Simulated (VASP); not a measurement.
Wanted: the native input for a VASP 6.6.1 run.

```yaml
Task: single point
Functional: PBEsol
Dispersion: D3(BJ)
Potentials_or_basis: VASP PAW PBE potentials, release 64 (Ge_d, Ga_d)
Cutoff: 520 eV
k_mesh: 8 × 8 × 8
Occupations: fermi-dirac, width 0.05 eV
Spin: no spin polarisation
Dipole_correction: no
Further_INCAR_settings: ALGO = Normal; EDIFF = 1e-07; NBANDS = 20
```

The structure of GaGe lies in POSCAR:

```
GaGe
1.0
    0.0000000000      2.8234823502      2.8234823502
    2.8234823502      0.0000000000      2.8234823502
    2.8234823502      2.8234823502      0.0000000000
Ge Ga
1 1
Direct
    0.0000000000      0.0000000000      0.0000000000
    0.2500000000      0.2500000000      0.2500000000
```

The input as run:

INCAR

```
PREC = Accurate
ENCUT = 520
EDIFF = 1E-7
ISMEAR = -1
SIGMA = 0.05
LREAL = F
LASPH = T
NELM = 100
ALGO = Normal
ISIF = 2
LWAVE = F
LCHARG = F
GGA = PS
IVDW = 12
NBANDS = 20
```

KPOINTS

```
regular mesh
0
Gamma
  8 8 8
```

Potentials or basis: VASP PAW PBE potentials, release 64 (Ge_d, Ga_d).

Command:

```console
$ cat potpaw_PBE.64/Ge_d/POTCAR potpaw_PBE.64/Ga_d/POTCAR > POTCAR
$ mpirun -np 1 vasp_std > vasp.out
```

Results of the run:

```json
{"Pressure": "0.0 GPa", "Band gap on the k mesh": "zero (an odd number of electrons rules out a gap without spin polarisation)", "Dispersion energy per atom": "-0.262 eV"}
```

Caveat: the PAW data sets were made with another functional, which shifts forces and pressure a little.

Wall time 24 s on 1 thread of Intel Xeon 8259CL, on a shared host, peak memory 0.19 GiB.
